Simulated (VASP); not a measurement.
Input of a VASP 6.6.1 run:

Contents of INCAR:

```
SYSTEM = MgS
PREC = Accurate ; ENCUT = 600
EDIFF = 1E-6 ; ISMEAR = 0
SIGMA = 0.01 ; LREAL = .FALSE.
LASPH = .TRUE. ; NELM = 80
ALGO = Normal ; ISIF = 3
LWAVE = .FALSE. ; LCHARG = .FALSE.
GGA = PS ; IBRION = 2
NSW = 100 ; EDIFFG = -0.002
PSTRESS = 100.0
```

File KPOINTS:

```
regular mesh
0
G
  8 8 8
  0 0 0
```

Contents of POSCAR:

```
MgS
1.0
    2.5909610208      2.5909610208      0.0000000000
   -2.5909610208      2.5909610208      0.0000000000
    0.0000000000      2.5909610208      2.5909610208
Mg S
1 1
Direct
    0.0000000000      0.0000000000      0.0000000000
    0.5000000000      0.5000000000      0.0000000000
```

Potentials or basis: VASP PAW PBE potentials, release 64 (Mg, S).

Run with:

```console
$ cat potpaw_PBE.64/Mg/POTCAR potpaw_PBE.64/S/POTCAR > POTCAR
$ mpirun -np 1 vasp_std > vasp.out
```

Predict the band gap on the k mesh.

2.94 eV, indirect (least direct gap 4.58 eV).

What does it give for the relaxed volume?

15.67 Å³/atom.

Step by step:
```csv
step,energy change (eV),largest force (eV/Å),pressure (GPa),volume (Å³)
1,0.0000,0.0000,-0.17,34.79
2,0.2521,0.0000,17.86,29.52
3,0.0961,0.0000,9.95,31.34
4,0.1003,0.0000,10.21,31.27
5,0.0948,0.0000,9.89,31.36
6,0.0967,0.0000,10.00,31.33
```

Caveat: the cell is relaxed towards a set pressure, so the enthalpy falls and the energy may rise; the PAW data sets were made with another functional, which shifts forces and pressure a little. A k mesh can miss the band edges.
